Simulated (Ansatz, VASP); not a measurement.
**One calculation of GaAs, two programs**

```
CELL_PARAMETERS angstrom
3.96195 0.00000 0.00000
0.00000 5.60305 0.00000
0.00000 0.00000 19.96200
ATOMIC_POSITIONS crystal
Ga 0.25000 0.08757 0.41948
Ga 0.75000 0.67265 0.50000
Ga 0.25000 0.08758 0.58053
As 0.75000 0.86971 0.38900
As 0.25000 0.41278 0.50000
As 0.75000 0.86971 0.61099
```

Alike in both runs: functional LDA; k mesh 7 × 5 × 1; occupations fermi-dirac, width 0.02 eV; no spin polarisation.

Ansatz relaxed the structure, and its values are those at the end. VASP's run is a single point on that final structure, the one shown.

|  | VASP | Ansatz |
| --- | --- | --- |
| version | VASP 6.6.1 | Ansatz 0.2.0 |
| potentials or method | VASP PAW LDA potentials, release 64 (Ga_d, As), cutoff 520 eV | all-electron LAPW, scalar-relativistic |

VASP gave:

```
rms of the force components (eV/Å) : 0.017
```

What did Ansatz give for the same quantities?

rms of the force components (eV/Å): 0.001.

LDA's correlation is that of Perdew and Zunger in VASP and of Perdew and Wang (1992) in Ansatz. Ansatz ran all-electron here, and VASP with PAW potentials.
